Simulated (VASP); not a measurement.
A run of VASP 6.6.1 is set up as follows.

The input INCAR:

```
SYSTEM = Pt
  PREC = Accurate
  ENCUT = 520
  EDIFF = 1E-7
  ISMEAR = -1
  SIGMA = 0.1
  LREAL = .FALSE.
  LASPH = .TRUE.
  NELM = 60
  ALGO = Normal
  ISIF = 2
  LWAVE = .FALSE.
  LCHARG = .TRUE.
  GGA = CA
  LELF = .TRUE.
  LVHAR = .TRUE.
  NBANDS = 17
```

KPOINTS

```
Automatic mesh
0
G
  15 15 8
  0 0 0
```

POSCAR

```
Pt
1.0
    2.7855747634      0.0000000000      0.0000000000
   -1.3927873817      2.4123785092      0.0000000000
    0.0000000000      0.0000000000      4.7780734028
Pt
2
Direct
    0.3333333333      0.6666666667      0.2500000000
    0.6666666667      0.3333333333      0.7500000000
```

Potentials or basis: VASP PAW LDA potentials, release 64 (Pt).

Command:

```bash
$ cat potpaw_LDA.64/Pt/POTCAR > POTCAR
$ mpirun -np 1 vasp_std > vasp.out
```

Problem. Estimate the pressure.

Solution. -18.2 GPa.

Problem. What does it give for the band gap on the k mesh?

Solution. Zero (bands 10 and 11 overlap by 1.17 eV).

Stress tensor (GPa, compression positive):
```
-18.71   0.00   0.00
  0.00 -18.71   0.00
  0.00   0.00 -17.07
```

Caveat: the cell stands under tension; spin-orbit coupling is left out, which moves the levels of the heavy elements.
